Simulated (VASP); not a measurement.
Runs of VASP 6.6.1 on Si5Ge. The structure is that of space group P-3m1 (No. 164), or close to it. The cells are those of the table. 

| level | cell | k mesh | cutoff (eV) | smearing | gap on the mesh (eV) | pressure (GPa) | largest force (eV/Å) |
| --- | --- | --- | --- | --- | --- | --- | --- |
| PBE | a = 3.908, b = 3.908, c = 19.042 Å, angles 90.0, 90.0, 120.0°, 12 atoms | 5 × 5 × 1 | 520 | gaussian 0.2 eV | 0.67 | (b) | 0.03 |
| PBE | a = 3.902, b = 3.902, c = 19.058 Å, angles 90.0, 90.0, 120.0°, 12 atoms | 6 × 6 × 1 | 520 | gaussian 0.1 eV | 0.62 | -0.1 | 0.01 |
| PBE | a = 3.899, b = 3.899, c = 19.092 Å, angles 90.0, 90.0, 120.0°, 12 atoms | 6 × 6 × 1 | 520 | gaussian 0.1 eV | 0.62 | -0.1 | (a) |
| r2SCAN | a = 3.899, b = 3.899, c = 19.092 Å, angles 90.0, 90.0, 120.0°, 12 atoms | 12 × 12 × 2 | 550 | gaussian 0.02 eV | 0.74 | -1.8 | 0.08 |

Alike in all rows: task single point; potentials or basis VASP PAW PBE potentials, release 64 (Si, Ge_d); no spin polarisation.

Question: Fill in the values left out.

Answer: (a) 0.02; (b) -0.2.

Caveats: the PAW data sets were made with another functional, which shifts forces and pressure a little (some runs).

A k mesh can miss the band edges, and the runs leave out spin-orbit coupling on Ge.
